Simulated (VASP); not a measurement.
# Hg (R-3m) in VASP: further runs, part 3 of 3

VASP 6.6.1.

### 6 Single point, PBE (strain +0.080 along x and y, -0.080 along z)

INCAR

```
  ALGO = Fast
  EDIFF = 1E-7
  ENCUT = 520
  GGA = PE
  ISIF = 2
  ISMEAR = 0
  LASPH = T
  LCHARG = F
  LREAL = F
  LWAVE = F
  NBANDS = 12
  NELM = 100
  PREC = Accurate
  SIGMA = 0.15
```

KPOINTS

```
k-points
0
Gamma
  18 18 18
```

POSCAR

```
Hg
1.0
    1.8684004917      1.0787215269      2.0552800000
   -1.8684004917      1.0787215269      2.0552800000
    0.0000000000     -2.1574430537      2.0552800000
Hg
1
Direct
    0.0000000000      0.0000000000      0.0000000000
```

Potentials or basis: VASP PAW PBE potentials, release 64 (Hg).

Run with:

```
$ cat potpaw_PBE.64/Hg/POTCAR > POTCAR
$ mpirun -np 1 vasp_std > vasp.out
```

OUTCAR:

```text
EDIFF = 1E-7
   ENCUT = 520
   GGA = PE
   ISIF = 2
   ISMEAR = 0
   LASPH = T
   LREAL = F
   NELM = 100
   PREC = Accurate

 ion  position               nearest neighbor table
   1  0.000  0.000  0.000-

  LATTYP: Found a trigonal (rhomboedric) cell.
 ALAT       =     2.9797208608
 COS(alpha) =     0.2136447718

  Lattice vectors:

 A1 = (   1.8684004917,   1.0787215269,   2.0552800000)
 A2 = (  -1.8684004917,   1.0787215269,   2.0552800000)
 A3 = (   0.0000000000,  -2.1574430537,   2.0552800000)

Analysis of symmetry for initial positions (statically):
=====================================================================
 Subroutine PRICEL returns:
 Original cell was already a primitive cell.

 Routine SETGRP: Setting up the symmetry group for a
 trigonal (rhombohedral) supercell.

 Subroutine GETGRP returns: Found 12 space group operations
 (whereof 12 operations were pure point group operations)
 out of a pool of 12 trial point group operations.

The static configuration has the point symmetry D_3d.

Analysis of symmetry for dynamics (positions and initial velocities):
=====================================================================
 Subroutine PRICEL returns:
 Original cell was already a primitive cell.

 Routine SETGRP: Setting up the symmetry group for a
 trigonal (rhombohedral) supercell.

 Subroutine GETGRP returns: Found 12 space group operations
 (whereof 12 operations were pure point group operations)
 out of a pool of 12 trial point group operations.

The dynamic configuration has the point symmetry D_3d.

 Subroutine INISYM returns: Found 12 space group operations
 (whereof 12 operations are pure point group operations),
 and found     1 'primitive' translations

----------------------------------------------------------------------------------------

                                     Primitive cell

[... 114 lines left out ...]
   LHFCALC =     F    Hartree Fock is set to
   AEXX    =    0.0000 exact exchange contribution
   IVDW    =     0    specifies the selected vdW correction
   LEPSILON=     F    determine dielectric tensor
   LRPA    =     F    only Hartree local field effects (RPA)
 non-spin polarized calculation
 RMM-DIIS sequential band-by-band and
 Gauss-broadening in eV      SIGMA  =   0.15
  energy-cutoff  :      520.00
  volume of cell :       24.85
 maximum number of plane-waves:       689
 NGX is ok and might be reduce to    24
   NGX = 11   NGY = 11   NGZ = 11

 number of electron      12.0000004 magnetization

 Free energy of the ion-electron system (eV)
  ---------------------------------------------------
  ext. energy  EPLUGINS =         0.00000000
  ---------------------------------------------------
  free energy    TOTEN  =        -0.11585504 eV

  energy without entropy =       -0.11218964  energy(sigma->0) =       -0.11402234

 E-fermi :   2.4915     XC(G=0): -10.5189

 val. band max:        2.4675129768   @ k =  -0.4444   0.4444   0.1111
 cond. band min:       2.5080004893   @ k =   0.5000   0.5000   0.1667
 fundamental gap:      0.0404875124
 Fermi energy:         2.4915204244

 k-point     1 :       0.0000    0.0000    0.0000
  band No.  band energies     occupation
      1      -6.4238      2.00000
      2      -5.5406      2.00000
      3      -5.5406      2.00000
      4      -3.6543      2.00000
      5      -3.6543      2.00000
      6      -3.6388      2.00000
      7      13.6188      0.00000
      8      13.6452      0.00000
      9      13.6452      0.00000
     10      17.7006      0.00000
     11      19.2501      0.00000
     12      19.2501      0.00000
[... 331 lines left out ...]
 k-point    24 :      -0.2222    0.0556   -0.0000
  band No.  band energies     occupation
      1      -5.7439      2.00000
      2      -5.4628      2.00000
      3      -4.6599      2.00000
      4      -3.8574      2.00000
      5      -3.7197      2.00000
      6      -3.6607      2.00000
      7       7.6981      0.00000
      8      12.9789      0.00000
      9      14.7968      0.00000
     10      18.8205      0.00000
     11      20.4474      0.00000
     12      22.1846      0.00000

 [... further k-points ...]

------------------------ aborting loop because EDIFF is reached ----------------------------------------

  FORCE on cell =-STRESS in cart. coord.  units (eV):
  Direction    XX          YY          ZZ          XY          YZ          ZX
  --------------------------------------------------------------------------------------
  -------------------------------------------------------------------------------------
  Total        0.6626557      0.6626557      0.8169565     -0.0000000      0.0000000      0.0000000
  in kB       42.7166296     42.7166296     52.6632827     -0.0000000      0.0000000      0.0000000
  external PRESSURE =      46.0321807 kB  Pullay stress =       0.0000000 kB

 VOLUME and BASIS-vectors are now :
 -----------------------------------------------------------------------------
  energy-cutoff  :      520.00
  volume of cell :       24.85
      direct lattice vectors                 reciprocal lattice vectors
     1.868400492  1.078721527  2.055280000     0.267608579  0.154503885  0.162183904
    -1.868400492  1.078721527  2.055280000    -0.267608579  0.154503885  0.162183904
     0.000000000 -2.157443054  2.055280000     0.000000000 -0.309007770  0.162183904

 POSITION                                       TOTAL-FORCE (eV/Angst)
 -----------------------------------------------------------------------------------
      0.00000      0.00000      0.00000         0.000000      0.000000      0.000000
 -----------------------------------------------------------------------------------
    total drift:                                0.000000     -0.000000      0.000000

  FREE ENERGIE OF THE ION-ELECTRON SYSTEM (eV)
  ---------------------------------------------------
  free  energy   TOTEN  =        -0.1158550365 eV

  energy  without entropy=       -0.1121896446  energy(sigma->0) =       -0.11402234
```

OSZICAR:

```text
N       E                     dE             d eps       ncg     rms          rms(c)
DAV:   1     0.731441906618E+02    0.73144E+02   -0.65569E+03 14720   0.955E+02
DAV:   2     0.110461805436E+01   -0.72040E+02   -0.67543E+02 15084   0.227E+02
DAV:   3    -0.153481186073E+00   -0.12581E+01   -0.12574E+01 16764   0.333E+01
DAV:   4    -0.154800261134E+00   -0.13191E-02   -0.13190E-02 15308   0.112E+00
DAV:   5    -0.154802315304E+00   -0.20542E-05   -0.20543E-05 16664   0.420E-02    0.381E+00
RMM:   6    -0.118707291229E+00    0.36095E-01   -0.57967E-02 14044   0.236E+00    0.282E+00
RMM:   7    -0.115923261749E+00    0.27840E-02   -0.87427E-03 14935   0.800E-01    0.120E+00
RMM:   8    -0.115826695959E+00    0.96566E-04   -0.11775E-03 15572   0.463E-01    0.645E-02
RMM:   9    -0.115845070475E+00   -0.18375E-04   -0.64579E-05 16007   0.856E-02    0.326E-02
RMM:  10    -0.115855461076E+00   -0.10391E-04   -0.22337E-05 15487   0.619E-02    0.862E-03
RMM:  11    -0.115855004041E+00    0.45703E-06   -0.25476E-06 16205   0.161E-02    0.239E-03
RMM:  12    -0.115855036473E+00   -0.32431E-07   -0.15958E-07 12330   0.508E-03
   1 F= -.11585504E+00 E0= -.11402234E+00  d E =-.366539E-02
```

stdout:

```text
POSCAR found type information on POSCAR Hg
 POSCAR found :  1 types and       1 ions
 scaLAPACK will be used
 LDA part: xc-table for (Slater+PW92), standard interpolation
 POSCAR, INCAR and KPOINTS ok, starting setup
 FFT: planning ... GRIDC
 FFT: planning ... GRID_SOFT
 FFT: planning ... GRID
 WAVECAR not read
 entering main loop
```

It took 70 s on 1 thread of Intel Xeon 8259CL, shared host; peak memory 0.28 GiB.

Results:

```yaml
Free_energy: -0.1159 eV
Pressure: 4.6 GPa
Band_gap_on_the_k_mesh: zero (bands 6 and 7 overlap by 4.16 eV)
```

Levels at points of the mesh, in eV from the Fermi level:
| k point | band 4 | band 5 | band 6 | band 7 | band 8 | band 9 |
| --- | --- | --- | --- | --- | --- | --- |
| (0.00, 0.00, 0.00) | -6.15 | -6.15 | -6.13 | 11.13 | 11.15 | 11.15 |
| (0.50, 0.00, 0.00) | -6.29 | -6.14 | -2.56 | -1.96 | 12.48 | 12.62 |
| (0.50, 0.50, 0.00) | -6.34 | -5.41 | 0.23 | 0.73 | 3.31 | 8.57 |
| (0.50, 0.50, 0.50) | -5.44 | -5.44 | 1.34 | 3.01 | 7.25 | 7.25 |

Caveat: the cell differs from its parent crystal (strain +0.080 along x and y, -0.080 along z); the cell stands under pressure; spin-orbit coupling is left out, which moves the levels of the heavy elements.

### 7 The runs side by side

| potentials or basis | cell | cutoff (eV) | gap on the mesh (eV) | pressure (GPa) |
| --- | --- | --- | --- | --- |
| VASP PAW PBE potentials, release 64 (Hg_sv_GW) | a = 2.811 Å, angles 72.4°, 1 atom | 550 | none | 23.5 |
| VASP PAW PBE potentials, release 64 (Hg) | a = 2.962 Å, angles 65.0°, 1 atom | 520 | none | 15.7 |
| VASP PAW PBE potentials, release 64 (Hg) | a = 3.033 Å, angles 63.3°, 1 atom | 520 | none | 11.8 |
| VASP PAW PBE potentials, release 64 (Hg) | a = 2.866 Å, angles 74.3°, 1 atom | 520 | none | 15.2 |
| VASP PAW PBE potentials, release 64 (Hg) | a = 2.980 Å, angles 77.7°, 1 atom | 520 | none | 4.6 |

Alike in all rows: task single point; level PBE; no spin polarisation; k mesh 18 × 18 × 18; smearing gaussian 0.15 eV.

Caveats: spin-orbit coupling is left out, which moves the levels of the heavy elements; the cell stands under pressure (at least some runs); the stress differs along the axes, from 21 to 29 GPa (at least some runs); the stress differs along the axes, from 13 to 19 GPa (at least some runs).

Absolute energies hang on the potentials; compare differences alone.

The gap in the log of VASP goes by the Fermi energy; the results here count the filled bands.